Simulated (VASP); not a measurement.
Runs of VASP 6.6.1 on Al. The structure is that of space group Im-3m (No. 229), or close to it. The cells are those of the table. 

```csv
cell,gap on the mesh (eV),pressure (GPa)
"a = 2.726 Å, angles 109.9, 109.9, 108.6°, 1 atom",none,5.2
"a = 2.818 Å, angles 108.6, 108.6, 111.2°, 1 atom",none,-2.5
"a = 2.787 Å, angles 109.0, 109.0, 110.4°, 1 atom",none,-0.3
"a = 2.756 Å, angles 109.5°, 1 atom",none,(b)
"a = 2.849 Å, angles 108.2, 108.2, 112.1°, 1 atom",none,-4.3
"a = 2.695 Å, angles 110.4, 110.4, 107.6°, 1 atom",none,8.7
"a = 2.665 Å, angles 110.9, 110.9, 106.7°, 1 atom",none,(a)
```

Alike in all rows: task single point; level PBEsol; potentials or basis VASP PAW PBE potentials, release 64 (Al); no spin polarisation; k mesh 15 × 15 × 15; cutoff (eV) 520; smearing fermi-dirac 0.1 eV.

Question: Estimate the missing entries.

Answer: (a) 12.8; (b) 2.3.

Caveats: the PAW data sets were made with another functional, which shifts forces and pressure a little.

A gap of «none» marks levels without a gap at the run's occupations.
